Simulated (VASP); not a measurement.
# Al2BAs3 (R-3m) in VASP: single point with PBE

Aim: the single point of Al2BAs3 with PBE.

Everything below comes from runs of VASP 6.6.1. Logs are shortened: lines on timing, memory, paths and dates and some standing lists are left out, and cuts for length are marked.

**1. The cell of the first run**

Symmetry: R-3m, No. 166, trigonal system. The conventional cell has a = 6.348 Å, b = 6.348 Å, c = 9.070 Å, α = 90.00°, β = 90.00°, γ = 120.00°. Al (site symmetry 3m) has 1 Al at 2.49 Å and 9 As at 2.55 to 3.41 Å and 1 B at 3.29 Å within 3.5 Å. Within 3.1 Å of B (site symmetry -3m) lie 6 As at 2.38 Å. Within 3.2 Å of As (site symmetry 2/m) lie 2 B at 2.38 Å and 2 Al at 2.55 Å and 4 As at 3.17 Å.

The cell was generated, and may not be a known phase.

**2. Single point, PBE**

INCAR

```
PREC = Accurate ; ENCUT = 520
EDIFF = 1E-6 ; ISMEAR = 0
SIGMA = 0.1 ; LREAL = False
LASPH = True ; NELM = 60
ALGO = Normal ; ISIF = 2
LWAVE = False ; LCHARG = True
GGA = PE ; LELF = True
LVHAR = True ; NBANDS = 21
```

KPOINTS

```
regular mesh
0
Gamma
  12 12 12
```

POSCAR

```
Al2BAs3
1.0
    3.1739452114      1.8324781222      3.0234310992
   -3.1739452114      1.8324781222      3.0234310992
    0.0000000000     -3.6649562444      3.0234310992
Al B As
2 1 3
Direct
    0.3627003358      0.3627003358      0.3627003358
    0.6372996642      0.6372996642      0.6372996642
    0.0000000000      0.0000000000      0.0000000000
    0.5000000000      0.0000000000      0.0000000000
    0.0000000000      0.5000000000      0.0000000000
    0.0000000000      0.0000000000      0.5000000000
```

Potentials or basis: VASP PAW PBE potentials, release 64 (Al, B, As).

Command:

```sh
cat potpaw_PBE.64/Al/POTCAR potpaw_PBE.64/B/POTCAR potpaw_PBE.64/As/POTCAR > POTCAR
mpirun -np 1 vasp_std > vasp.out
```

OUTCAR:

```text
PREC = Accurate
   ENCUT = 520
   EDIFF = 1E-6
   ISMEAR = 0
   LREAL = False
   LASPH = True
   NELM = 60
   ISIF = 2
   GGA = PE

 ion  position               nearest neighbor table
   1  0.363  0.363  0.363-   2 2.49   4 2.55   5 2.55   6 2.55
   2  0.637  0.637  0.637-   1 2.49   4 2.55   5 2.55   6 2.55
   3  0.000  0.000  0.000-   4 2.38   5 2.38   5 2.38   4 2.38   6 2.38   6 2.38
   4  0.500  0.000  0.000-   3 2.38   3 2.38   1 2.55   2 2.55
   5  0.000  0.500  0.000-   3 2.38   3 2.38   1 2.55   2 2.55
   6  0.000  0.000  0.500-   3 2.38   3 2.38   1 2.55   2 2.55

  LATTYP: Found a trigonal (rhomboedric) cell.
 ALAT       =     4.7511093320
 COS(alpha) =     0.1074371678

  Lattice vectors:

 A1 = (   3.1739452114,   1.8324781222,   3.0234310992)
 A2 = (  -3.1739452114,   1.8324781222,   3.0234310992)
 A3 = (   0.0000000000,  -3.6649562444,   3.0234310992)

Analysis of symmetry for initial positions (statically):
=====================================================================
 Subroutine PRICEL returns:
 Original cell was already a primitive cell.

 Routine SETGRP: Setting up the symmetry group for a
 trigonal (rhombohedral) supercell.

 Subroutine GETGRP returns: Found 12 space group operations
 (whereof 12 operations were pure point group operations)
 out of a pool of 12 trial point group operations.

The static configuration has the point symmetry D_3d.

Analysis of symmetry for dynamics (positions and initial velocities):
=====================================================================
 Subroutine PRICEL returns:
 Original cell was already a primitive cell.

 Routine SETGRP: Setting up the symmetry group for a
 trigonal (rhombohedral) supercell.

 Subroutine GETGRP returns: Found 12 space group operations
 (whereof 12 operations were pure point group operations)
 out of a pool of 12 trial point group operations.

The dynamic configuration has the point symmetry D_3d.

 Subroutine INISYM returns: Found 12 space group operations
 (whereof 12 operations are pure point group operations),
 and found     1 'primitive' translations

----------------------------------------------------------------------------------------

                                     Primitive cell

  volume of cell :     105.5090

  direct lattice vectors                    reciprocal lattice vectors
     3.173945211  1.832478122  3.023431099     0.157532650  0.090951518  0.110250018
    -3.173945211  1.832478122  3.023431099    -0.157532650  0.090951518  0.110250018
     0.000000000 -3.664956244  3.023431099     0.000000000 -0.181903036  0.110250018

  length of vectors
     4.751109332  4.751109332  4.751109332     0.212705855  0.212705855  0.212705855

  position of ions in fractional coordinates (direct lattice)
     0.362700336  0.362700336  0.362700336
     0.637299664  0.637299664  0.637299664
     0.000000000  0.000000000  0.000000000
     0.500000000  1.000000000  0.000000000
     1.000000000  0.500000000  0.000000000
     0.000000000  0.000000000  0.500000000

  ion indices of the primitive-cell ions
   primitive index   ion index
                 1           1
                 2           2
                 3           3
                 4           4
                 5           5
                 6           6

----------------------------------------------------------------------------------------

 KPOINTS: regular mesh

Automatic generation of k-mesh.
 Grid dimensions read from file:
 generate k-points for:   12   12   12

 Generating k-lattice:

  Cartesian coordinates                     Fractional coordinates (reciprocal lattice)
     0.013127721  0.007579293  0.009187502     0.083333333  0.000000000  0.000000000
    -0.013127721  0.007579293  0.009187502     0.000000000  0.083333333  0.000000000
     0.000000000 -0.015158586  0.009187502     0.000000000  0.000000000  0.083333333

  Length of vectors
     0.017725488  0.017725488  0.017725488

  Shift w.r.t. Gamma in fractional coordinates (k-lattice)
     0.000000000  0.000000000  0.000000000

 Subroutine IBZKPT returns following result:
 ===========================================

 Found    189 irreducible k-points:

 Following reciprocal coordinates:
            Coordinates               Weight
  0.000000  0.000000  0.000000      1.000000
  0.083333  0.000000  0.000000      6.000000
  0.166667  0.000000 -0.000000      6.000000
  0.250000 -0.000000  0.000000      6.000000
  0.333333  0.000000  0.000000      6.000000
  0.416667  0.000000 -0.000000      6.000000
[... 16 lines left out ...]
  0.500000  0.166667 -0.000000     12.000000
 -0.416667  0.166667  0.000000     12.000000
 [... further k-points ...]
   k-points           NKPTS =    189   k-points in BZ     NKDIM =    189   number of bands    NBANDS=     21
   number of dos      NEDOS =    301   number of ions     NIONS =      6
   total plane-waves  NPLWV =  46656
   dimension x,y,z NGX =    36 NGY =   36 NGZ =   36
   dimension x,y,z NGXF=    72 NGYF=   72 NGZF=   72
   ions per type =               2   1   3
   NGX,Y,Z   is equivalent  to a cutoff of  12.60, 12.60, 12.60 a.u.
   NGXF,Y,Z  is equivalent  to a cutoff of  25.19, 25.19, 25.19 a.u.
 SYSTEM =  unknown system
   PREC   = accura    normal or accurate (medium, high low for compatibility)
   ISTART =      0    job   : 0-new  1-cont  2-samecut
   ICHARG =      2    charge: 1-file 2-atom 10-const
   ISPIN  =      1    spin polarized calculation?
   LNONCOLLINEAR =      F non collinear calculations
   LSORBIT =      F    spin-orbit coupling
   LASPH  =      T    aspherical Exc in radial PAW
   ENCUT  =  520.0 eV  38.22 Ry    6.18 a.u.   8.83  8.83  8.83*2*pi/ulx,y,z
   NELM   =     60;   NELMIN=  2; NELMDL= -5     # of ELM steps
   EDIFF  = 0.1E-05   stopping-criterion for ELM
   LREAL  =      F    real-space projection
   EDIFFG = 0.1E-04   stopping-criterion for IOM
   NSW    =      0    number of steps for IOM
   IBRION =     -1    ionic relax: 0-MD 1-quasi-New 2-CG
   NFREE  =      0    steps in history (QN), initial steepest desc. (CG)
   ISIF   =      2    stress and relaxation
   ISYM   =      2    0-nonsym 1-usesym 2-fastsym
   POTIM  = 0.5000    time-step for ionic-motion
   TEBEG  =    0.0;   TEEND  =   0.0 temperature during run
   PSTRESS=    0.0 pullay stress
   NELECT =      24.0000    total number of electrons
   NUPDOWN=      -1.0000    fix difference up-down
   EMIN   =  10.00;   EMAX   =-10.00  energy-range for DOS
   EFERMI =   0.00;   METHOD = LEGACY
   ISMEAR =     0;   SIGMA  =   0.10  broadening in eV -4-tet -1-fermi 0-gaus
   EFERMI_NEDOS =   21; number of points for ismear=-14 and -15
   IALGO  =     38    algorithm
   IMIX   =      4    mixing-type and parameters
     AMIX     =   0.40;   BMIX     =  1.00
     AMIX_MAG =   1.60;   BMIX_MAG =  1.00
  volume/ion in A,a.u.               =      17.58       118.67
  Fermi-wavevector in a.u.,A,eV,Ry     =   0.999345  1.888488 13.588005  0.998690
  Thomas-Fermi vector in A             =   2.131629
   LORBIT       =      0    0 simple, 1 ext, 2 COOP (PROOUT), +10 PAW based schemes
   GGA     = PE    functional components
   LHFCALC =     F    Hartree Fock is set to
   AEXX    =    0.0000 exact exchange contribution
   IVDW    =     0    specifies the selected vdW correction
   LEPSILON=     F    determine dielectric tensor
   LRPA    =     F    only Hartree local field effects (RPA)
 non-spin polarized calculation
 Gauss-broadening in eV      SIGMA  =   0.10
  energy-cutoff  :      520.00
  volume of cell :      105.51
 maximum number of plane-waves:      2870
   NGX = 17   NGY = 17   NGZ = 17

 number of electron      23.9999996 magnetization

 Free energy of the ion-electron system (eV)
  ---------------------------------------------------
  ext. energy  EPLUGINS =         0.00000000
  ---------------------------------------------------
  free energy    TOTEN  =       -25.07365720 eV

  energy without entropy =      -25.05763715  energy(sigma->0) =      -25.06564718

 E-fermi :   6.0497     XC(G=0): -10.2463

 val. band max:        6.0490043647   @ k =   0.4167   0.4167   0.1667
 cond. band min:       6.0516560595   @ k =   0.3333   0.1667   0.1667
 fundamental gap:      0.0026516948
 Fermi energy:         6.0496660214

 k-point     1 :       0.0000    0.0000    0.0000
  band No.  band energies     occupation
      1      -7.9279      2.00000
      2      -3.6537      2.00000
      3      -3.6537      2.00000
      4      -1.1088      2.00000
      5       0.6880      2.00000
      6       0.7384      2.00000
[... 13 lines left out ...]
     20      11.1477      0.00000
     21      11.1477      0.00000

 k-point     2 :       0.0833    0.0000    0.0000
  band No.  band energies     occupation
      1      -7.8906      2.00000
      2      -3.8147      2.00000
      3      -3.6454      2.00000
      4      -1.0031      2.00000
      5       0.3177      2.00000
      6       0.7708      2.00000
[... 13 lines left out ...]
     20      11.2845      0.00000
     21      11.3111      0.00000

 k-point     3 :       0.1667    0.0000   -0.0000
  band No.  band energies     occupation
      1      -7.7802      2.00000
      2      -4.2152      2.00000
      3      -3.6221      2.00000
      4      -0.7389      2.00000
      5       0.1108      2.00000
      6       0.8632      2.00000
[... 13 lines left out ...]
     20      11.2641      0.00000
     21      11.7624      0.00000
[... 457 lines left out ...]
 k-point    23 :       0.5000    0.1667   -0.0000
  band No.  band energies     occupation
      1      -6.8603      2.00000
      2      -5.7518      2.00000
      3      -3.8540      2.00000
      4      -0.1532      2.00000
      5       0.1308      2.00000
      6       0.9098      2.00000
[... 13 lines left out ...]
     20      11.8892      0.00000
     21      12.6618      0.00000

 k-point    24 :      -0.4167    0.1667    0.0000
  band No.  band energies     occupation
      1      -6.9299      2.00000
      2      -5.6749      2.00000
      3      -3.8678      2.00000
      4      -0.3835      2.00000
      5       0.5942      2.00000
      6       0.9566      2.00000
[... 13 lines left out ...]
     20      11.6314      0.00000
     21      12.4500      0.00000

 [... further k-points ...]

------------------------ aborting loop because EDIFF is reached ----------------------------------------

  FORCE on cell =-STRESS in cart. coord.  units (eV):
  Direction    XX          YY          ZZ          XY          YZ          ZX
  --------------------------------------------------------------------------------------
  -------------------------------------------------------------------------------------
  Total        0.0857217      0.0857217      0.0942849      0.0000000      0.0000000     -0.0000000
  in kB        1.3017027      1.3017027      1.4317361      0.0000000      0.0000000     -0.0000000
  external PRESSURE =       1.3450472 kB  Pullay stress =       0.0000000 kB

 VOLUME and BASIS-vectors are now :
 -----------------------------------------------------------------------------
  energy-cutoff  :      520.00
  volume of cell :      105.51
      direct lattice vectors                 reciprocal lattice vectors
     3.173945211  1.832478122  3.023431099     0.157532650  0.090951518  0.110250018
    -3.173945211  1.832478122  3.023431099    -0.157532650  0.090951518  0.110250018
     0.000000000 -3.664956244  3.023431099     0.000000000 -0.181903036  0.110250018

 POSITION                                       TOTAL-FORCE (eV/Angst)
 -----------------------------------------------------------------------------------
      0.00000      0.00000      3.28980        -0.000000     -0.000000      0.019619
      0.00000      0.00000      5.78049        -0.000000     -0.000000     -0.019619
      0.00000      0.00000      0.00000        -0.000000      0.000000     -0.000000
      1.58697      0.91624      1.51172        -0.000000      0.000000      0.000000
     -1.58697      0.91624      1.51172        -0.000000      0.000000     -0.000000
      0.00000     -1.83248      1.51172         0.000000      0.000000      0.000000
 -----------------------------------------------------------------------------------
    total drift:                                0.000000      0.000000     -0.000000

  FREE ENERGIE OF THE ION-ELECTRON SYSTEM (eV)
  ---------------------------------------------------
  free  energy   TOTEN  =       -25.0736571980 eV

  energy  without entropy=      -25.0576371536  energy(sigma->0) =      -25.06564718
```

Run time: 4.2 min. Hardware: 1 thread of Intel Xeon 8259CL, shared host; peak memory 0.49 GiB.

What came out:

```yaml
Free_energy: -25.0737 eV
Pressure: 0.1 GPa
Largest_force: 0.020 eV/Å
Band_gap_on_the_k_mesh: zero (bands 12 and 13 overlap by 2.58 eV)
```

Forces in eV/Å, atoms in the order of the input:
```
Al   0.000  0.000  0.020
Al   0.000  0.000 -0.020
B    0.000  0.000  0.000
As   0.000  0.000  0.000
As   0.000  0.000  0.000
As   0.000  0.000  0.000
```
